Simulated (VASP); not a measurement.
# CaF2 (Fm-3m) in VASP: single point with PBE0

Aim: the single point of CaF2 with PBE0.

Everything below comes from runs of VASP 6.6.1. Logs are shortened: lines on timing, memory, paths and dates and some standing lists are left out, and cuts for length are marked.

## Step 1: The cell of the first run

It takes space group Fm-3m (No. 225, cubic). The conventional cell has a = 5.439 Å, b = 5.439 Å, c = 5.439 Å, α = 90.00°, β = 90.00°, γ = 90.00°. Ca (site symmetry m-3m) has 8 F at 2.36 Å within 3.1 Å. Within 3.1 Å of F (site symmetry -43m) lie 4 Ca at 2.36 Å and 6 F at 2.72 Å.

## Step 2: Single point, PBE0

POSCAR reads:

```
CaF2
1.0
    0.0000000000      2.7195928259      2.7195928259
    2.7195928259      0.0000000000      2.7195928259
    2.7195928259      2.7195928259      0.0000000000
Ca F
1 2
Direct
    0.0000000000      0.0000000000      0.0000000000
    0.7500000000      0.7500000000      0.7500000000
    0.2500000000      0.2500000000      0.2500000000
```

INCAR.step1 reads:

```
  PREC = Accurate
  ENCUT = 520
  EDIFF = 1E-5
  ISMEAR = 0
  SIGMA = 0.01
  LREAL = F
  LASPH = T
  NELM = 120
  ALGO = Normal
  ISIF = 2
  LWAVE = T
  NBANDS = 19
  GGA = PE
  GGA_COMPAT = F
```

INCAR.step2 reads:

```
  PREC = Accurate
  ENCUT = 520
  EDIFF = 1E-6
  ISMEAR = 0
  SIGMA = 0.01
  LREAL = F
  LASPH = T
  NELM = 120
  ALGO = Normal
  ISIF = 2
  LWAVE = F
  LCHARG = T
  GGA = PE
  LHFCALC = T
  AEXX = 0.25
  PRECFOCK = Normal
  LELF = T
  LVHAR = T
  NBANDS = 19
  ISTART = 1
  GGA_COMPAT = F
```

KPOINTS reads:

```
Automatic mesh
0
Gamma
  6 6 6
```

Potentials or basis: VASP PAW PBE potentials, release 64 (Ca_sv, F).

On the command line:

```bash
$ cat potpaw_PBE.64/Ca_sv/POTCAR potpaw_PBE.64/F/POTCAR > POTCAR
$ cp INCAR.step1 INCAR
$ mpirun -np 1 vasp_std > vasp.out
$ cp INCAR.step2 INCAR
$ mpirun -np 1 vasp_std > vasp.out
```

OUTCAR:

```text
PREC = Accurate
   ENCUT = 520
   EDIFF = 1E-6
   ISMEAR = 0
   LREAL = F
   LASPH = T
   NELM = 120
   ISIF = 2
   GGA = PE
   LHFCALC = T
   AEXX = 0.25
   PRECFOCK = Normal
   ISTART = 1

 ion  position               nearest neighbor table
   1  0.000  0.000  0.000-   2 2.36   2 2.36   2 2.36   2 2.36   3 2.36   3 2.36   3 2.36   3 2.36

   2  0.750  0.750  0.750-   1 2.36   1 2.36   1 2.36   1 2.36
   3  0.250  0.250  0.250-   1 2.36   1 2.36   1 2.36   1 2.36

  LATTYP: Found a face centered cubic cell.
 ALAT       =     5.4391856518

  Lattice vectors:

 A1 = (   0.0000000000,   2.7195928259,   2.7195928259)
 A2 = (   2.7195928259,   0.0000000000,   2.7195928259)
 A3 = (   2.7195928259,   2.7195928259,   0.0000000000)

Analysis of symmetry for initial positions (statically):
=====================================================================
 Subroutine PRICEL returns:
 Original cell was already a primitive cell.

 Routine SETGRP: Setting up the symmetry group for a
 face centered cubic supercell.

 Subroutine GETGRP returns: Found 48 space group operations
 (whereof 48 operations were pure point group operations)
 out of a pool of 48 trial point group operations.

The static configuration has the point symmetry O_h .

Analysis of symmetry for dynamics (positions and initial velocities):
=====================================================================
 Subroutine PRICEL returns:
 Original cell was already a primitive cell.

 Routine SETGRP: Setting up the symmetry group for a
 face centered cubic supercell.

 Subroutine GETGRP returns: Found 48 space group operations
 (whereof 48 operations were pure point group operations)
 out of a pool of 48 trial point group operations.

The dynamic configuration has the point symmetry O_h .

 Subroutine INISYM returns: Found 48 space group operations
 (whereof 48 operations are pure point group operations),
 and found     1 'primitive' translations

----------------------------------------------------------------------------------------

                                     Primitive cell

  volume of cell :      40.2292

  direct lattice vectors                    reciprocal lattice vectors
     0.000000000  2.719592826  2.719592826    -0.183851051  0.183851051  0.183851051
     2.719592826  0.000000000  2.719592826     0.183851051 -0.183851051  0.183851051
     2.719592826  2.719592826  0.000000000     0.183851051  0.183851051 -0.183851051

  length of vectors
     3.846085059  3.846085059  3.846085059     0.318439362  0.318439362  0.318439362

  position of ions in fractional coordinates (direct lattice)
     0.000000000  0.000000000  0.000000000
     0.750000000  0.750000000  0.750000000
     0.250000000  0.250000000  0.250000000

  ion indices of the primitive-cell ions
   primitive index   ion index
                 1           1
                 2           2
                 3           3

----------------------------------------------------------------------------------------

 KPOINTS: Automatic mesh

Automatic generation of k-mesh.
 Grid dimensions read from file:
 generate k-points for:    6    6    6

 Generating k-lattice:

  Cartesian coordinates                     Fractional coordinates (reciprocal lattice)
    -0.030641842  0.030641842  0.030641842     0.166666667  0.000000000  0.000000000
     0.030641842 -0.030641842  0.030641842     0.000000000  0.166666667  0.000000000
     0.030641842  0.030641842 -0.030641842     0.000000000  0.000000000  0.166666667

  Length of vectors
     0.053073227  0.053073227  0.053073227

  Shift w.r.t. Gamma in fractional coordinates (k-lattice)
     0.000000000  0.000000000  0.000000000

 Subroutine IBZKPT returns following result:
 ===========================================

 Found     16 irreducible k-points:

 Following reciprocal coordinates:
            Coordinates               Weight
  0.000000  0.000000  0.000000      1.000000
  0.166667  0.000000  0.000000      8.000000
  0.333333  0.000000  0.000000      8.000000
  0.500000  0.000000  0.000000      4.000000
  0.166667  0.166667  0.000000      6.000000
  0.333333  0.166667  0.000000     24.000000
[... 8 lines left out ...]
 -0.333333  0.333333  0.166667     24.000000
 -0.333333  0.500000  0.166667     12.000000
   k-points           NKPTS =     16   k-points in BZ     NKDIM =    216   number of bands    NBANDS=     19
   number of dos      NEDOS =    301   number of ions     NIONS =      3
   total plane-waves  NPLWV =  27000
   dimension x,y,z NGX =    30 NGY =   30 NGZ =   30
   dimension x,y,z NGXF=    60 NGYF=   60 NGZF=   60
   ions per type =               1   2
   NGX,Y,Z   is equivalent  to a cutoff of  12.97, 12.97, 12.97 a.u.
   NGXF,Y,Z  is equivalent  to a cutoff of  25.93, 25.93, 25.93 a.u.
 SYSTEM =  unknown system
   PREC   = accura    normal or accurate (medium, high low for compatibility)
   ISTART =      1    job   : 0-new  1-cont  2-samecut
   ICHARG =      0    charge: 1-file 2-atom 10-const
   ISPIN  =      1    spin polarized calculation?
   LNONCOLLINEAR =      F non collinear calculations
   LSORBIT =      F    spin-orbit coupling
   LASPH  =      T    aspherical Exc in radial PAW
   ENCUT  =  520.0 eV  38.22 Ry    6.18 a.u.   7.15  7.15  7.15*2*pi/ulx,y,z
   NELM   =    120;   NELMIN=  2; NELMDL=  0     # of ELM steps
   EDIFF  = 0.1E-05   stopping-criterion for ELM
   LREAL  =      F    real-space projection
   EDIFFG = 0.1E-04   stopping-criterion for IOM
   NSW    =      0    number of steps for IOM
   IBRION =     -1    ionic relax: 0-MD 1-quasi-New 2-CG
   NFREE  =      0    steps in history (QN), initial steepest desc. (CG)
   ISIF   =      2    stress and relaxation
   ISYM   =      3    0-nonsym 1-usesym 2-fastsym
   POTIM  = 0.5000    time-step for ionic-motion
   TEBEG  =    0.0;   TEEND  =   0.0 temperature during run
   PSTRESS=    0.0 pullay stress
   NELECT =      24.0000    total number of electrons
   NUPDOWN=      -1.0000    fix difference up-down
   EMIN   =  10.00;   EMAX   =-10.00  energy-range for DOS
   EFERMI =   0.00;   METHOD = LEGACY
   ISMEAR =     0;   SIGMA  =   0.01  broadening in eV -4-tet -1-fermi 0-gaus
   EFERMI_NEDOS =   21; number of points for ismear=-14 and -15
   IALGO  =     38    algorithm
   IMIX   =      1    mixing-type and parameters
     AMIX     =   0.40;   BMIX     =  1.00
     AMIX_MAG =   1.60;   BMIX_MAG =  1.00
  volume/ion in A,a.u.               =      13.41        90.49
  Fermi-wavevector in a.u.,A,eV,Ry     =   1.378155  2.604335 25.841693  1.899311
  Thomas-Fermi vector in A             =   2.503242
   LORBIT       =      0    0 simple, 1 ext, 2 COOP (PROOUT), +10 PAW based schemes
   GGA     = PE    functional components
   LHFCALC =     T    Hartree Fock is set to
   PRECFOCK=normal    Normal, Fast or Accurate (Low or Medium for compatibility)
   ENCUT4O =  -1.0   cutoff for four orbital integrals eV
   NKREDX  =     1    reduce k-point grid by
   NKREDY  =     1    reduce k-point grid by
   NKREDZ  =     1    reduce k-point grid by
   AEXX    =    0.2500 exact exchange contribution
   HFSCREEN=    0.0000 screening length (either q_TF or 0.3 A-1)
   HFSCREENC=   0.0000 screening length for correlation (either q_TF or 0.3 A-1)
   ENCUTFOCK=  -1.0 apply spherical cutoff to Coloumb kernel
   IVDW    =     0    specifies the selected vdW correction
   LEPSILON=     F    determine dielectric tensor
   LRPA    =     F    only Hartree local field effects (RPA)
 non-spin polarized calculation
 Gauss-broadening in eV      SIGMA  =   0.01
  energy-cutoff  :      520.00
  volume of cell :       40.23
 maximum number of plane-waves:      1106
 NGX is ok and might be reduce to    30
  NGX = 24; NGY = 24; NGZ = 24

 number of electron      23.9999983 magnetization

 Free energy of the ion-electron system (eV)
  ---------------------------------------------------
  ext. energy  EPLUGINS =         0.00000000
  ---------------------------------------------------
  free energy    TOTEN  =       -21.31033132 eV

  energy without entropy =      -21.31033132  energy(sigma->0) =      -21.31033132

 E-fermi :  -2.8456     XC(G=0):  -7.5705

 val. band max:       -2.9233592492   @ k =   0.5000   0.5000   0.0000
 cond. band min:       7.2626897537   @ k =   0.0000   0.0000   0.0000
 fundamental gap:     10.1860490029
 Fermi energy:        -2.8455902076

 k-point     1 :       0.0000    0.0000    0.0000
  band No.  band energies     occupation
      1     -40.9172      2.00000
      2     -24.5016      2.00000
      3     -23.6783      2.00000
      4     -20.3795      2.00000
      5     -20.3795      2.00000
      6     -20.3795      2.00000
[... 11 lines left out ...]
     18      12.0792      0.00000
     19      17.1336      0.00000

 k-point     2 :       0.1667    0.0000    0.0000
  band No.  band energies     occupation
      1     -40.9076      2.00000
      2     -24.5461      2.00000
      3     -23.7532      2.00000
      4     -20.3923      2.00000
      5     -20.3923      2.00000
      6     -20.2800      2.00000
[... 11 lines left out ...]
     18      12.0015      0.00000
     19      16.0139      0.00000

 k-point     3 :       0.3333    0.0000    0.0000
  band No.  band energies     occupation
      1     -40.8883      2.00000
      2     -24.5748      2.00000
      3     -23.9723      2.00000
      4     -20.4177      2.00000
      5     -20.4177      2.00000
      6     -20.0630      2.00000
[... 11 lines left out ...]
     18      11.8470      0.00000
     19      14.5350      0.00000

 k-point     4 :       0.5000    0.0000    0.0000
  band No.  band energies     occupation
      1     -40.8787      2.00000
      2     -24.5396      2.00000
      3     -24.1331      2.00000
      4     -20.4302      2.00000
      5     -20.4302      2.00000
      6     -19.9477      2.00000
[... 11 lines left out ...]
     18      11.7701      0.00000
     19      14.2442      0.00000

 k-point     5 :       0.1667    0.1667    0.0000
  band No.  band energies     occupation
      1     -40.9044      2.00000
      2     -24.5708      2.00000
      3     -23.7617      2.00000
      4     -20.4110      2.00000
      5     -20.4110      2.00000
      6     -20.2235      2.00000
[... 11 lines left out ...]
     18      11.9576      0.00000
     19      16.7169      0.00000

 k-point     6 :       0.3333    0.1667    0.0000
  band No.  band energies     occupation
      1     -40.8884      2.00000
      2     -24.6105      2.00000
      3     -23.9238      2.00000
      4     -20.4394      2.00000
      5     -20.3938      2.00000
      6     -20.0780      2.00000
[... 11 lines left out ...]
     18      11.9575      0.00000
     19      15.5397      0.00000

 k-point     7 :       0.5000    0.1667    0.0000
  band No.  band energies     occupation
      1     -40.8755      2.00000
      2     -24.5334      2.00000
      3     -24.1805      2.00000
      4     -20.4490      2.00000
      5     -20.3342      2.00000
      6     -19.9956      2.00000
[... 11 lines left out ...]
     18      12.3786      0.00000
     19      14.5866      0.00000

 k-point     8 :      -0.3333    0.1667    0.0000
  band No.  band energies     occupation
      1     -40.8787      2.00000
      2     -24.5329      2.00000
      3     -24.1446      2.00000
      4     -20.4305      2.00000
      5     -20.3188      2.00000
      6     -20.0545      2.00000
[... 80 lines left out ...]
 k-point    12 :      -0.3333    0.3333    0.0000
  band No.  band energies     occupation
      1     -40.8691      2.00000
      2     -24.4440      2.00000
      3     -24.3524      2.00000
      4     -20.4648      2.00000
      5     -20.2164      2.00000
      6     -20.0370      2.00000
[... 11 lines left out ...]
     18      13.8449      0.00000
     19      15.6637      0.00000

 k-point    13 :       0.5000    0.5000    0.0000
  band No.  band energies     occupation
      1     -40.8660      2.00000
      2     -24.7545      2.00000
      3     -24.0033      2.00000
      4     -20.5048      2.00000
      5     -20.5048      2.00000
      6     -19.7591      2.00000
[... 11 lines left out ...]
     18      13.5679      0.00000
     19      15.3840      0.00000

 k-point    14 :       0.5000    0.3333    0.1667
  band No.  band energies     occupation
      1     -40.8755      2.00000
      2     -24.5886      2.00000
      3     -24.1137      2.00000
      4     -20.4644      2.00000
      5     -20.3111      2.00000
      6     -20.0151      2.00000
[... 11 lines left out ...]
     18      12.5542      0.00000
     19      15.7374      0.00000

 k-point    15 :      -0.3333    0.3333    0.1667
  band No.  band energies     occupation
      1     -40.8691      2.00000
      2     -24.4473      2.00000
      3     -24.3486      2.00000
      4     -20.4815      2.00000
      5     -20.1739      2.00000
      6     -20.0630      2.00000
[... 11 lines left out ...]
     18      13.7362      0.00000
     19      15.0994      0.00000

 k-point    16 :      -0.3333    0.5000    0.1667
  band No.  band energies     occupation
      1     -40.8659      2.00000
      2     -24.5914      2.00000
      3     -24.2209      2.00000
      4     -20.5070      2.00000
      5     -20.2868      2.00000
      6     -19.9188      2.00000
[... 11 lines left out ...]
     18      15.0356      0.00000
     19      15.0722      0.00000

------------------------ aborting loop because EDIFF is reached ----------------------------------------

  FORCE on cell =-STRESS in cart. coord.  units (eV):
  Direction    XX          YY          ZZ          XY          YZ          ZX
  --------------------------------------------------------------------------------------
  -------------------------------------------------------------------------------------
  Total        0.4092193      0.4092193      0.4092193      0.0000000     -0.0000000      0.0000000
  in kB       16.2976512     16.2976512     16.2976512      0.0000000     -0.0000000      0.0000000
  external PRESSURE =      16.2976512 kB  Pullay stress =       0.0000000 kB

 VOLUME and BASIS-vectors are now :
 -----------------------------------------------------------------------------
  energy-cutoff  :      520.00
  volume of cell :       40.23
      direct lattice vectors                 reciprocal lattice vectors
     0.000000000  2.719592826  2.719592826    -0.183851051  0.183851051  0.183851051
     2.719592826  0.000000000  2.719592826     0.183851051 -0.183851051  0.183851051
     2.719592826  2.719592826  0.000000000     0.183851051  0.183851051 -0.183851051

 POSITION                                       TOTAL-FORCE (eV/Angst)
 -----------------------------------------------------------------------------------
      0.00000      0.00000      0.00000        -0.000000     -0.000000     -0.000000
      4.07939      4.07939      4.07939         0.000000      0.000000      0.000000
      1.35980      1.35980      1.35980        -0.000000     -0.000000     -0.000000
 -----------------------------------------------------------------------------------
    total drift:                                0.000000     -0.000000     -0.000000

  FREE ENERGIE OF THE ION-ELECTRON SYSTEM (eV)
  ---------------------------------------------------
  free  energy   TOTEN  =       -21.3103313222 eV

  energy  without entropy=      -21.3103313222  energy(sigma->0) =      -21.31033132
```

Run time: 89 min. Hardware: 1 thread of Intel Xeon Platinum 8259CL at 2.50GHz (Skylake/Cascade Lake), shared host; peak memory 0.19 GiB.

What came out:

```
Free energy            : -21.3103 eV
Pressure               : 1.6 GPa
Band gap on the k mesh : 10.19 eV (least direct gap 10.46 eV)
```

Caveat: the PAW data sets were made with another functional, which shifts forces and pressure a little. A k mesh can miss the band edges.
